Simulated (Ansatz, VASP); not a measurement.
**One calculation of ScSi2, two programs**

```
CELL_PARAMETERS angstrom
4.44832 0.00000 0.00000
-2.22416 3.85236 0.00000
0.00000 0.00000 5.54907
ATOMIC_POSITIONS crystal
Sc 0.33333 0.66667 0.25000
Sc 0.66667 0.33333 0.75000
Si 0.33333 0.66667 0.75000
Si 0.66667 0.33333 0.25000
Si 0.00000 0.00000 0.00000
Si 0.00000 0.00000 0.50000
```

Change from the starting cell: species swapped into the Gd2Tl type (P6_3/mmc, No. 194).

Alike in both runs: task single point; functional PBE; k mesh 6 × 6 × 4; occupations gaussian, width 0.1 eV; no spin polarisation.

|  | VASP | Ansatz |
| --- | --- | --- |
| version | VASP 6.6.1 | Ansatz 0.2.0 |
| potentials or method | VASP PAW PBE potentials, release 64 (Sc_sv, Si), cutoff 520 eV | scalar-relativistic, plane waves, PAW |
| valence electrons in the cell | 38 | 38 |

|  | VASP | Ansatz | Ansatz less VASP |
| --- | --- | --- | --- |
| gap on the k mesh at the Fermi level (eV) | none | none | - |
| pressure (GPa) | 8.7 | 8.5 | -0.18 |
| traceless stress, the component that is largest in VASP (GPa) | -9.46 | -9.40 | +0.053 |

A gap of «none» marks a metal or a gap that the smearing closes. With one functional, cell and mesh, what is left measures potentials, basis and numerics.
